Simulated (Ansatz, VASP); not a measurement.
# One calculation of Nb, two programs

INCAR

```
SYSTEM = Nb
ALGO = Normal
EDIFF = 1E-6
ENCUT = 520
GGA = CA
ISIF = 2
ISMEAR = -1
LASPH = .True.
LCHARG = .False.
LREAL = .False.
LWAVE = .False.
NBANDS = 12
NELM = 80
PREC = Accurate
SIGMA = 0.05
```

Contents of KPOINTS:

```
k-points
0
Gamma
  18 18 18
  0 0 0
```

File POSCAR:

```
Nb
1.0
    0.0000000000      1.9529492731      1.9529492731
    1.9529492731      0.0000000000      1.9529492731
    1.9529492731      1.9529492731      0.0000000000
Nb
1
Direct
    0.0000000000      0.0000000000      0.0000000000
```

Input for Ansatz:

```yaml
crystal:
  lattice:
    - [0.0, 1.9529492731, 1.9529492731]
    - [1.9529492731, 0.0, 1.9529492731]
    - [1.9529492731, 1.9529492731, 0.0]
  atoms:
    - { symbol: Nb, position: [0.0, 0.0, 0.0] }
kpoints:
  mp_grid: { grid: [18, 18, 18] }
scf:
  occupations: { method: fermi_dirac, width: 0.05 }
hamiltonian:
  xc: lda
  pseudopotentials: { kind: all_electron, lapw: { basis_error: 0.001 } }
output:
  forces: true
  stress: true
  eigenvalues: true
  populations: true
```

Change from the starting cell: volume scaled by 0.84, LAPW.

Alike in both runs: task single point; functional LDA; k mesh 18 × 18 × 18; occupations fermi-dirac, width 0.05 eV; no spin polarisation.

|  | VASP | Ansatz |
| --- | --- | --- |
| version | VASP 6.6.1 | Ansatz 0.2.0 |
| potentials or method | VASP PAW LDA potentials, release 64 (Nb_sv), cutoff 520 eV | all-electron LAPW, scalar-relativistic |

```tsv
	VASP	Ansatz	Ansatz less VASP
pressure (GPa)	43.0	43.1	+0.12
```

LDA's correlation is that of Perdew and Zunger in VASP and of Perdew and Wang (1992) in Ansatz. Both programs put the cell under a high pressure, so it lies far from rest at this level. Ansatz ran all-electron here, and VASP with PAW potentials.
